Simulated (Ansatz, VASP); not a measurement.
InP: VASP beside Ansatz

Contents of INCAR:

```
PREC = Accurate ; ENCUT = 520
EDIFF = 1E-6 ; ISMEAR = 0
SIGMA = 0.05 ; LREAL = F
LASPH = T ; NELM = 100
ALGO = Normal ; ISIF = 2
LWAVE = F ; LCHARG = F
GGA = PE ; NBANDS = 16
```

Contents of KPOINTS:

```
regular mesh
0
Gamma
  10 10 10
```

File POSCAR:

```
InP
1.0
    0.0000000000      2.7577060826      3.3092472992
    2.7577060826      0.0000000000      3.3092472992
    2.7577060826      2.7577060826      0.0000000000
In P
1 1
Direct
    0.0000000000      0.0000000000      0.0000000000
    0.7500000000      0.7500000000      0.7500000000
```

Input for Ansatz:

```yaml
crystal:
  lattice:
    - [0.0, 2.7577060826, 3.3092472992]
    - [2.7577060826, 0.0, 3.3092472992]
    - [2.7577060826, 2.7577060826, 0.0]
  atoms:
    - { symbol: In, position: [0.0, 0.0, 0.0] }
    - { symbol: P, position: [0.75, 0.75, 0.75] }
basis:
  ecutwfc: 420
kpoints:
  mp_grid: { grid: [10, 10, 10] }
hamiltonian:
  xc: pbe
scf:
  occupations: { method: gaussian, width: 0.05 }
output:
  forces: true
  stress: true
  eigenvalues: true
```

Alike in both runs: task single point; functional PBE; k mesh 10 × 10 × 10; occupations gaussian, width 0.05 eV; no spin polarisation.

|  | VASP | Ansatz |
| --- | --- | --- |
| version | VASP 6.6.1 | Ansatz 0.2.0 |
| potentials or method | VASP PAW PBE potentials, release 64 (In_d, P), cutoff 520 eV | scalar-relativistic, plane waves, PAW |
| valence electrons in the cell | 18 | 18 |

```tsv
	VASP	Ansatz	Ansatz less VASP
gap on the k mesh at the Fermi level (eV)	0.11	0.11	+0.002
least direct gap on the mesh (eV)	0.11	0.11	+0.002
pressure (GPa)	2.6	2.6	+0.06
traceless stress, the component that is largest in VASP (GPa)	-6.82	-6.82	+0.004
```
